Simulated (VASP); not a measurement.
A run of VASP 6.6.1:

INCAR

```
PREC = Accurate
ENCUT = 520
EDIFF = 1E-6
ISMEAR = 0
SIGMA = 0.15
LREAL = F
LASPH = T
NELM = 80
ALGO = Normal
ISIF = 2
LWAVE = F
LCHARG = T
GGA = PE
LELF = T
LVHAR = T
NBANDS = 15
```

KPOINTS

```
regular mesh
0
Gamma
  18 18 18
```

File POSCAR:

```
ZrC
1.0
    0.0000000000      2.3502100000      2.3502100000
    2.3502100000      0.0000000000      2.3502100000
    2.3502100000      2.3502100000      0.0000000000
Zr C
1 1
Direct
    0.5451304425      0.4548695575      0.5000000000
    0.0000000000      0.0000000000      0.0000000000
```

Potentials or basis: VASP PAW PBE potentials, release 64 (Zr_sv, C).

Run with:

```console
$ cat potpaw_PBE.64/Zr_sv/POTCAR potpaw_PBE.64/C/POTCAR > POTCAR
$ mpirun -np 1 vasp_std > vasp.out
```

Hardware: 1 thread of Intel(R) Xeon(R) 6975P-C (Granite Rapids), with other jobs on the host.

Task: How long does it take, and how much memory?

Result: Wall time 2.7 min on 1 thread of Intel(R) Xeon(R) 6975P-C (Granite Rapids), with other jobs on the host, peak memory 0.45 GiB. Counts: scf iterations 13, k points 865.
